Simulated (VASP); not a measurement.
A run of VASP 6.6.1 is set up as follows.

Contents of INCAR:

```
PREC = Accurate ; ENCUT = 600
EDIFF = 1E-7 ; ISMEAR = 0
SIGMA = 0.02 ; LREAL = False
LASPH = True ; NELM = 80
ALGO = Normal ; ISIF = 4
LWAVE = False ; LCHARG = False
GGA = PE ; IBRION = 2
NSW = 50 ; EDIFFG = -0.01
```

The input KPOINTS:

```
regular mesh
0
Gamma
  6 6 8
```

The input POSCAR:

```
Be3Te2O
1.0
    3.1259845157     -5.4759179704      0.0073702474
    3.1259845157      5.4759179704      0.0073702474
   -2.2438709841      0.0000000000      3.4496668678
Be Te O
3 2 1
Direct
    0.9215871612      0.6695815262      0.7560790277
    0.6695815262      0.9215871612      0.7560790277
    0.2162846652      0.2162846652      0.9039143701
    0.6772446003      0.3455897960      0.0117292028
    0.3455897960      0.6772446003      0.0117292028
    0.9497485933      0.9497485933      0.8415609695
```

Potentials or basis: VASP PAW PBE potentials, release 64 (Be, Te, O).

Run with:

```sh
$ cat potpaw_PBE.64/Be/POTCAR potpaw_PBE.64/Te/POTCAR potpaw_PBE.64/O/POTCAR > POTCAR
$ mpirun -np 1 vasp_std > vasp.out
```

Problem. What does it give for the band gap on the k mesh?

Solution. 2.11 eV (least direct gap 2.17 eV).

The path:
| step | energy change (eV) | largest force (eV/Å) | pressure (GPa) | volume (Å³) |
| --- | --- | --- | --- | --- |
| 1 | 0.0000 | 0.1401 | -3.19 | 118.28 |
| 2 | -0.0038 | 0.1013 | -2.86 | 118.28 |
| 3 | -0.0038 | 0.1089 | -2.84 | 118.28 |
| 4 | -0.0045 | 0.0621 | -2.77 | 118.28 |
| 5 | -0.0045 | 0.0542 | -2.77 | 118.28 |
| 6 | -0.0048 | 0.0361 | -2.75 | 118.28 |
| 7 | -0.0050 | 0.0286 | -2.74 | 118.28 |
| 8 | -0.0050 | 0.0279 | -2.74 | 118.28 |
| 9 | -0.0051 | 0.0163 | -2.73 | 118.28 |
| 10 | -0.0052 | 0.0120 | -2.72 | 118.28 |
| 11 | -0.0052 | 0.0142 | -2.72 | 118.28 |
| 12 | -0.0052 | 0.0092 | -2.72 | 118.28 |

Caveat: spin-orbit coupling is left out, which moves the levels of the heavy elements. A k mesh can miss the band edges.
